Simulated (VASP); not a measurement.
Write the native input for VASP 6.6.1 that does the following.

| Quantity | Value |
| --- | --- |
| Task | single point |
| Functional | PBE |
| Potentials or basis | VASP PAW PBE potentials, release 64 (B, N, H) |
| Cutoff | 520 eV |
| k mesh | 1 × 1 × 1 |
| Occupations | fermi-dirac, width 0.01 eV |
| Spin | no spin polarisation |
| Dipole correction | no |
| Further INCAR settings | LREAL = Auto; ALGO = Normal; EDIFF = 1e-06; NBANDS = 84 |

The structure of B16HN15 (a cell with a defect) lies in POSCAR:

```
B16HN15
1.0
   -3.6241103844      3.6241103844     -3.6241103844
    3.6241103844      3.6241103844      3.6241103844
    3.6241103844     -3.6241103844     -3.6241103844
B N H
16 15 1
Direct
   -0.0067092871     -0.0106016801     -0.0072235157
    0.0081235873      0.2491536629      0.7512373064
   -0.0026401072      0.5011256463      0.5049488493
    0.0059328976      0.7531341127      0.2548544357
    0.2534662821     -0.0028655958      0.7448381094
    0.2254324104      0.2491718908      0.4809782579
    0.2530625293      0.5088969584      0.2525157551
    0.2553820215      0.7531370085      0.0054152191
    0.5401020775      0.0350626795      0.5395935095
    0.4814037017      0.2491358488      0.2248779103
    0.5054800756      0.5011574823     -0.0031328447
    0.5019605716      0.7451964469      0.7508908313
    0.7453761421     -0.0028522270      0.2529510922
    0.7517737083      0.2491707704      0.0076504611
    0.7541752166      0.4632476510      0.7536879604
    0.7514002879      0.7451793657      0.5014247779
   -0.0084222523     -0.0041932958      0.2446750213
    0.0027375018      0.2491542026      0.0022293669
    0.0110802877      0.4998956973      0.7580257973
    0.0021112995      0.7491369552      0.5015821762
    0.2451638682     -0.0042136431     -0.0090332363
    0.2604435612      0.2491427307      0.7423057398
    0.2449187861      0.5025027053      0.4980121322
    0.2616289703      0.7687491569      0.2610952386
    0.5077952876     -0.0015898220      0.7598325936
    0.4985405024      0.5025275370      0.2443530843
    0.5021241304      0.7491542511      0.0015895267
    0.7603360805     -0.0016135888      0.5072633371
    0.7428459986      0.2491333211      0.2599249328
    0.7585635018      0.4999238871      0.0105847642
    0.7420319021      0.7295710122      0.7415137953
    0.3935191156      0.2491589430      0.3927807707
```

These files were run (other wordings do the same):

INCAR

```
PREC = Accurate
ENCUT = 520
EDIFF = 1E-6
ISMEAR = -1
SIGMA = 0.01
LREAL = Auto
LASPH = True
NELM = 120
ALGO = Normal
ISIF = 2
LWAVE = False
LCHARG = False
GGA = PE
NBANDS = 84
GGA_COMPAT = False
```

KPOINTS

```
Automatic mesh
0
Gamma
  1 1 1
```

Potentials or basis: VASP PAW PBE potentials, release 64 (B, N, H).

Command:

```bash
$ cat potpaw_PBE.64/B/POTCAR potpaw_PBE.64/N/POTCAR potpaw_PBE.64/H/POTCAR > POTCAR
$ mpirun -np 1 vasp_gam > vasp.out
```

It gave:

```
Pressure               : 3.4 GPa
Largest force          : 0.501 eV/Å
Band gap on the k mesh : 2.00 eV
```

Caveat: the k points lie up to 1.23 Å⁻¹ apart.

Wall time 19 s on 1 thread of Intel(R) Xeon(R) 6975P-C (Granite Rapids), with other jobs on the host, peak memory 0.31 GiB.
